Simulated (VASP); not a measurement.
A run of VASP 6.6.1:

The input INCAR:

```
PREC = Accurate
ENCUT = 700
EDIFF = 1E-6
ISMEAR = 0
SIGMA = 0.05
LREAL = False
LASPH = True
NELM = 120
ALGO = Normal
ISIF = 2
LWAVE = False
LCHARG = True
LELF = True
LVHAR = True
NBANDS = 22
GGA_COMPAT = False
```

KPOINTS

```
regular mesh
0
Gamma
  12 12 6
```

File POSCAR:

```
NiO2
1.0
    2.8038519370      0.0000000000      0.0000000000
   -1.4019259685      2.4282070059      0.0000000000
    0.0000000000      0.0000000000      4.0838103463
Ni O
1 2
Direct
    0.0000000000      0.0000000000      0.5000000000
    0.6666666667      0.3333333333      0.7067356968
    0.3333333333      0.6666666667      0.2932643032
```

Potentials or basis: VASP PAW LDA potentials, release 64 (Ni_sv_GW, O).

Run with:

```bash
$ cat potpaw_LDA.64/Ni_sv_GW/POTCAR potpaw_LDA.64/O/POTCAR > POTCAR
$ mpirun -np 1 vasp_std > vasp.out
```

Hardware: 1 thread of Intel(R) Xeon(R) 6975P-C (Granite Rapids), on a shared host.

Question: How long does it take, and how much memory?

Answer: Run time: 35 s on 1 thread of Intel(R) Xeon(R) 6975P-C (Granite Rapids), with other jobs on the host, peak memory 0.22 GiB. Counts: scf iterations 15, k points 100.
